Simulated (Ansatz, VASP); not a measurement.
## Two plane-wave programs on PtS2

File INCAR:

```
PREC     = Accurate       # precision mode
ENCUT    = 520            # plane-wave cutoff, eV
EDIFF    = 1E-7           # SCF threshold, eV
ISMEAR   = 0              # smearing method
SIGMA    = 0.05           # smearing width, eV
LREAL    = F              # projectors in reciprocal space
LASPH    = T              # aspherical terms in the spheres
NELM     = 60             # most SCF steps
ALGO     = Normal         # electronic algorithm
ISIF     = 2              # what is computed and relaxed
LWAVE    = F              # write WAVECAR
LCHARG   = F              # write CHGCAR
LDIPOL   = T            
IDIPOL   = 3            
DIPOL    = 0.5 0.5 0.403
GGA      = PE             # functional
IVDW     = 12             # dispersion correction
NBANDS   = 31             # bands
```

File KPOINTS:

```
Automatic mesh
0
Gamma
  9 9 1
```

POSCAR

```
PtS2
1.0
    3.5414386157      0.0000000000      0.0000000000
   -1.7707193078      3.0669758072      0.0000000000
    0.0000000000      0.0000000000     22.4671575440
S Pt
4 2
Direct
    0.6666666667      0.3333333333      0.2002923597
    0.3333333333      0.6666666667      0.3108349936
    0.5000000000      0.6666666667      0.4951039645
    0.1666666667      1.0000000000      0.6056465985
    0.0000000000      0.0000000000      0.2555636767
   -0.1666666667      0.3333333333      0.5503752815
```

Input for Ansatz:

```yaml
crystal:
  lattice:
    - [3.5414386157, 0.0, 0.0]
    - [-1.7707193078, 3.0669758072, 0.0]
    - [0.0, 0.0, 22.467157544]
  atoms:
    - { symbol: S, position: [0.6666666667, 0.3333333333, 0.2002923597] }
    - { symbol: Pt, position: [0.0, 0.0, 0.2555636767] }
    - { symbol: S, position: [0.3333333333, 0.6666666667, 0.3108349936] }
    - { symbol: S, position: [0.5, 0.6666666667, 0.4951039645] }
    - { symbol: Pt, position: [-0.1666666667, 0.3333333333, 0.5503752815] }
    - { symbol: S, position: [0.1666666667, 1.0, 0.6056465985] }
basis:
  ecutwfc: 420
kpoints:
  mp_grid: { grid: [9, 9, 1] }
hamiltonian:
  xc: pbe
  dispersion: d3bj
scf:
  occupations: { method: gaussian, width: 0.05 }
output:
  forces: true
  eigenvalues: true
efield:
  axis: 3
  dipole_correction: true
  ramp_width: 0.04
```

Alike in both runs: task single point; functional PBE; dispersion D3(BJ); k mesh 9 × 9 × 1; occupations gaussian, width 0.05 eV; no spin polarisation.

```csv
,VASP,Ansatz
version,VASP 6.6.1,Ansatz 0.2.0
potentials or method,"VASP PAW PBE potentials, release 64 (S, Pt), cutoff 520 eV","scalar-relativistic, plane waves, PAW"
valence electrons in the cell,44,60
```

Ansatz gave:

```
gap on the k mesh at the Fermi level (eV) : 1.66
least direct gap on the mesh (eV)         : 1.74
rms of the force components (eV/Å)        : 0.020
```

What did VASP give for the same quantities?

gap on the k mesh at the Fermi level (eV): 1.67; least direct gap on the mesh (eV): 1.74; rms of the force components (eV/Å): 0.019.

VASP's potentials hold 44 valence electrons a cell and Ansatz's 60, so a difference there can come from the potentials and not from the codes.

Neither program's run includes spin-orbit coupling.
